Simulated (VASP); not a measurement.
La:

```
CELL_PARAMETERS angstrom
3.42882 0.00000 0.00000
0.00000 3.42882 0.00000
0.00000 0.00000 3.42882
ATOMIC_POSITIONS crystal
La 0.00000 0.00000 0.00000
```

- Program: VASP 6.6.1
- Task: relaxation of cell and atoms
- Functional: PBE
- Potentials or basis: VASP PAW PBE potentials, release 64 (La)
- Cutoff: 500 eV
- k mesh: 12 × 12 × 12
- Occupations: fermi-dirac, width 0.08 eV
- Spin: no spin polarisation

At the start: pressure -1.7 GPa; volume 40.31 Å³/atom.

Q: Where does the relaxation end?

A: Over 4 steps the energy falls by 19.3 meV/atom and the volume is 36.97 Å³/atom (-8.3 %); space group Pm-3m (No. 221, to 0.05 Å).

Step by step:
| step | energy change (eV) | largest force (eV/Å) | pressure (GPa) | volume (Å³) |
| --- | --- | --- | --- | --- |
| 1 | 0.0000 | 0.0000 | -1.75 | 40.31 |
| 2 | -0.0180 | 0.0000 | -0.49 | 37.80 |
| 3 | -0.0193 | 0.0000 | -0.03 | 37.04 |
| 4 | -0.0193 | 0.0000 | 0.01 | 36.97 |

Final structure:
```xyz
1
Lattice="3.3314 0.0000 0.0000 0.0000 3.3314 0.0000 0.0000 0.0000 3.3314" Properties=species:S:1:pos:R:3 pbc="T T T"
La    0.0000    0.0000    0.0000
```
